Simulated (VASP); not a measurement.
BP (zincblende type), 2 atoms in the cell. It takes space group F-43m (No. 216, cubic). The conventional cell has a = 3.895 Å, b = 3.895 Å, c = 3.895 Å, α = 90.00°, β = 90.00°, γ = 90.00°. Within 2.2 Å of B (site symmetry -43m) lie 4 P at 1.69 Å. Within 2.2 Å of P (site symmetry -43m) lie 4 B at 1.69 Å. 

```yaml
Program: VASP 6.6.1
Task: single point
Functional: PBEsol
Potentials_or_basis: VASP PAW PBE potentials, release 64 (B, P)
Cutoff: 500 eV
k_mesh: 15 × 15 × 15
Occupations: fermi-dirac, width 0.05 eV
Spin: no spin polarisation
Dipole_correction: no
Further_INCAR_settings: ALGO = Normal; EDIFF = 1e-06; NBANDS = 11
```

Potentials or basis: VASP PAW PBE potentials, release 64 (B, P).

The run is started by

```sh
$ cat potpaw_PBE.64/B/POTCAR potpaw_PBE.64/P/POTCAR > POTCAR
$ mpirun -np 1 vasp_std > vasp.out
```

Hardware: 1 thread of Intel Xeon 8259CL, with other jobs on the host.

Task: Estimate the wall time of this run.

Result: It took 25 s on 1 thread of Intel Xeon 8259CL, on a shared host, peak memory 0.13 GiB. Counts: scf iterations 11, k points 120.
